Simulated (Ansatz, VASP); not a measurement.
## Cu in VASP and in Ansatz

```xyz
1
Lattice="0.0000 1.8075 1.8617 1.8075 0.0000 1.8617 1.8075 1.8075 0.0000" Properties=species:S:1:pos:R:3 pbc="T T T"
Cu    0.0000    0.0000    0.0000
```

Change from the starting cell: strain +0.000 along x and y, +0.030 along z, atoms carried along.

Alike in both runs: task single point; functional r2SCAN; k mesh 22 × 22 × 22; occupations gaussian, width 0.15 eV; no spin polarisation.

```csv
,VASP,Ansatz
version,VASP 6.6.1,Ansatz 0.2.0
potentials or method,"VASP PAW PBE potentials, release 64 (Cu), cutoff 520 eV","scalar-relativistic, plane waves, PAW"
valence electrons in the cell,11,19
```

```csv
,VASP,Ansatz,Ansatz less VASP
gap on the k mesh at the Fermi level (eV),none,none,-
pressure (GPa),-8.0,-8.5,-0.57
"traceless stress, the component that is largest in VASP (GPa)",-1.14,-1.14,+0.006
```

VASP's potentials were made for PBE, not for r2SCAN. A gap of «none» marks a metal or a gap that the smearing closes. With one functional, cell and mesh, what is left measures potentials, basis and numerics. VASP's potentials hold 11 valence electrons a cell and Ansatz's 19, so a difference there can come from the potentials and not from the codes.
